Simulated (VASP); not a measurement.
A run of VASP 6.6.1 is set up as follows.

The input INCAR:

```
  ALGO = Fast
  EDIFF = 1E-7
  ENCUT = 520
  GGA = PS
  ISIF = 2
  ISMEAR = 0
  LASPH = True
  LCHARG = False
  LREAL = False
  LWAVE = False
  NBANDS = 13
  NELM = 60
  PREC = Accurate
  SIGMA = 0.15
```

Contents of KPOINTS:

```
k-points
0
Gamma
  20 20 20
```

The input POSCAR:

```
W
1.0
   -1.5274181250      1.5973000000      1.5274181250
    1.6671818750     -1.5973000000      1.6671818750
    1.5274181250      1.5973000000     -1.5274181250
W
1
Direct
    0.0000000000      0.0000000000      0.0000000000
```

Potentials or basis: VASP PAW PBE potentials, release 64 (W_sv).

The run is started by

```sh
$ cat potpaw_PBE.64/W_sv/POTCAR > POTCAR
$ mpirun -np 1 vasp_std > vasp.out
```

Q: What does it give for the band gap on the k mesh?

A: Zero (band 7 reaches 14.98 eV, above the bottom of band 8 at 9.94 eV).

Q: Estimate the pressure.

A: -9.0 GPa.

Stress tensor (GPa, compression positive):
```
 -9.28   0.00 -12.17
  0.00  -8.53   0.00
-12.17   0.00  -9.28
```

Caveat: the cell differs from its parent crystal (strain +0.0875 x Voigt [0, 0, 0, 0, 1, 0]); the PAW data sets were made with another functional, which shifts forces and pressure a little; spin-orbit coupling is left out, which moves the levels of the heavy elements.
